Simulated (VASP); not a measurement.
Here is a VASP 6.6.1 calculation.

The input INCAR:

```
SYSTEM = TiO2
ALGO = Normal
EDIFF = 1E-7
ENCUT = 520
GGA = PE
ISIF = 2
ISMEAR = -1
IVDW = 13
LASPH = .TRUE.
LCHARG = .TRUE.
LELF = .TRUE.
LREAL = .FALSE.
LVHAR = .TRUE.
LWAVE = .FALSE.
NBANDS = 33
NELM = 80
PREC = Accurate
SIGMA = 0.05
```

KPOINTS

```
k-points
0
G
  6 6 9
  0 0 0
```

File POSCAR:

```
TiO2
1.0
    4.6900531165      0.0000000000      0.0000000000
    0.0000000000      4.6900531165      0.0000000000
    0.0000000000      0.0000000000      3.0172520901
Ti O
2 4
Direct
    0.0000000000      0.0000000000      0.5000000000
    0.5000000000      0.5000000000      0.0000000000
    0.3043213200      0.3043213200      0.5000000000
    0.1956786800      0.8043213200      0.0000000000
    0.8043213200      0.1956786800      0.0000000000
    0.6956786800      0.6956786800      0.5000000000
```

Potentials or basis: VASP PAW PBE potentials, release 64 (Ti_sv, O).

The run is started by

```sh
$ cat potpaw_PBE.64/Ti_sv/POTCAR potpaw_PBE.64/O/POTCAR > POTCAR
$ mpirun -np 1 vasp_std > vasp.out
```

Question: Estimate the pressure.

Answer: -11.3 GPa.

Question: Estimate the dispersion energy per atom.

Answer: -0.192 eV.

Question: Estimate the largest force.

Answer: 0.249 eV/Å.

Question: What does it give for the band gap on the k mesh?

Answer: 1.70 eV.

Stress tensor (GPa, compression positive):
```
-10.09   0.00   0.00
  0.00 -10.09   0.00
  0.00   0.00 -13.68
```

Caveat: the cell stands under tension; an odd mesh through Γ misses points on the zone boundary, where band edges can lie.
